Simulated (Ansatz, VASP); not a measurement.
**One calculation of Ti, two programs**

Contents of INCAR:

```
  PREC = Accurate
  ENCUT = 520
  EDIFF = 1E-8
  ISMEAR = -1
  SIGMA = 0.08
  LREAL = F
  LASPH = T
  NELM = 100
  ALGO = Normal
  ISIF = 2
  LWAVE = F
  LCHARG = F
  GGA = PE
  LEFG = T
  NBANDS = 19
```

KPOINTS

```
regular mesh
0
Gamma
  13 13 7
```

File POSCAR:

```
Ti
1.0
    2.9794978390      0.0000000000      0.0000000000
   -1.4897489195      2.5803208191      0.0000000000
    0.0000000000      0.0000000000      4.6860000000
Ti
2
Direct
    0.3333333333      0.6666666667      0.2500000000
    0.6666666667      0.3333333333      0.7500000000
```

Input for Ansatz:

```yaml
crystal:
  lattice:
    - [2.979497839, 0.0, 0.0]
    - [-1.4897489195, 2.5803208191, 0.0]
    - [0.0, 0.0, 4.686]
  atoms:
    - { symbol: Ti, position: [0.3333333333, 0.6666666667, 0.25] }
    - { symbol: Ti, position: [0.6666666667, 0.3333333333, 0.75] }
kpoints:
  mp_grid: { grid: [13, 13, 7] }
scf:
  occupations: { method: fermi_dirac, width: 0.08 }
hamiltonian:
  xc: pbe
  pseudopotentials: { kind: paw }
output:
  forces: true
  stress: true
  eigenvalues: true
  efg: { contact_densities: true }
```

Change from the starting cell: equal xx and yy strain of +1 %, PAW files.

Alike in both runs: task electric field gradients; functional PBE; k mesh 13 × 13 × 7; occupations fermi-dirac, width 0.08 eV; no spin polarisation.

|  | VASP | Ansatz |
| --- | --- | --- |
| version | VASP 6.6.1 | Ansatz 0.2.0 |
| potentials or method | VASP PAW PBE potentials, release 64 (Ti_sv) | PAW with Ansatz's default frozen-core files, scalar-relativistic |
| plane-wave cutoff (eV) | 520 | 420 |
| valence electrons in the cell | 24 | 24 |

```tsv
	VASP	Ansatz	Ansatz less VASP
pressure (GPa)	-3.8	-3.6	+0.22
traceless stress, the component that is largest in VASP (GPa)	0.41	0.41	+0.007
size of Vzz on the site where it differs most (V/Å²)	17.4	19.2	+1.84
```
